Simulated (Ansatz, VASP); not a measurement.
**In: VASP beside Ansatz**

```
In
1.0
    -2.97276    2.97276    1.55407
     2.97276   -2.97276    1.55407
     2.97276    2.97276   -1.55407
In
2
Direct
  0.00000 0.00000 0.00000
  0.75000 0.25000 0.50000
```

Alike in both runs: functional r2SCAN; k mesh 20 × 20 × 20; occupations gaussian, width 0.1 eV; no spin polarisation.

Ansatz relaxed the structure, and its values are those at the end. VASP's run is a single point on that final structure, the one shown.

|  | VASP | Ansatz |
| --- | --- | --- |
| version | VASP 6.6.1 | Ansatz 0.2.0 |
| potentials or method | VASP PAW PBE potentials, release 64 (In_d), cutoff 520 eV | scalar-relativistic, plane waves, PAW |
| valence electrons in the cell | 26 | 26 |

|  | VASP | Ansatz | Ansatz less VASP |
| --- | --- | --- | --- |
| gap on the k mesh at the Fermi level (eV) | none | none | - |
| pressure (GPa) | 0.0 | 0.0 | -0.01 |

VASP's potentials were made for PBE, not for r2SCAN. A gap of «none» marks a metal or a gap that the smearing closes. The functional is the same, so the differences come from potentials, cutoffs and numerics.
